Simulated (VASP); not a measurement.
Wanted: the native input for a VASP 6.6.1 run.

```yaml
Task: single point
Functional: r2SCAN
Potentials_or_basis: VASP PAW PBE potentials, release 64 (Al, Cu)
Cutoff: 520 eV
k_mesh: 14 × 14 × 6
Occupations: gaussian, width 0.1 eV
Spin: no spin polarisation
Dipole_correction: no
Further_INCAR_settings: ALGO = Normal; EDIFF = 1e-06; NBANDS = 18
```

Al3Cu:

```xyz
4
Lattice="2.7784 0.0000 0.0000 0.0000 2.7784 0.0000 0.0000 0.0000 7.5134" Properties=species:S:1:pos:R:3 pbc="T T T"
Al    0.0000    0.0000    3.7567
Al    1.3892    1.3892    1.6989
Al    1.3892    1.3892    5.8145
Cu    0.0000    0.0000    0.0000
```

One way to write it, as run:

POSCAR

```
Al3Cu
1.0
    2.7784054294      0.0000000000      0.0000000000
    0.0000000000      2.7784054294      0.0000000000
    0.0000000000      0.0000000000      7.5134034100
Al Cu
3 1
Direct
    0.0000000000      0.0000000000      0.5000000000
    0.5000000000      0.5000000000      0.2261155100
    0.5000000000      0.5000000000      0.7738844900
    0.0000000000      0.0000000000      0.0000000000
```

INCAR.step1

```
SYSTEM = Al3Cu
PREC = Accurate
ENCUT = 520
ISMEAR = 0
SIGMA = 0.1
LREAL = .FALSE.
LASPH = .TRUE.
NELM = 60
NBANDS = 18
GGA = PE
ALGO = Normal
EDIFF = 1E-4
LWAVE = .TRUE.
LCHARG = .FALSE.
```

INCAR.step2

```
SYSTEM = Al3Cu
PREC = Accurate
ENCUT = 520
EDIFF = 1E-6
ISMEAR = 0
SIGMA = 0.1
LREAL = .FALSE.
LASPH = .TRUE.
NELM = 60
ALGO = Normal
ISIF = 2
LWAVE = .FALSE.
LCHARG = .FALSE.
METAGGA = R2SCAN
LMIXTAU = .TRUE.
NBANDS = 18
ISTART = 1
```

KPOINTS

```
regular mesh
0
G
  14 14 6
  0 0 0
```

Potentials or basis: VASP PAW PBE potentials, release 64 (Al, Cu).

The run is started by

```bash
$ cat potpaw_PBE.64/Al/POTCAR potpaw_PBE.64/Cu/POTCAR > POTCAR
$ cp INCAR.step1 INCAR
$ mpirun -np 1 vasp_std > vasp.out
$ cp INCAR.step2 INCAR
$ mpirun -np 1 vasp_std > vasp.out
```

Results of the run:

```
Pressure               : 0.3 GPa
Largest force          : 0.151 eV/Å
Band gap on the k mesh : zero (band 10 reaches 13.21 eV, above the bottom of band 11 at 6.68 eV)
```

Caveat: the PAW data sets were made with another functional, which shifts forces and pressure a little.

It took 3.6 min on 1 thread of Intel(R) Xeon(R) 6975P-C (Granite Rapids), on a shared host, peak memory 0.27 GiB.
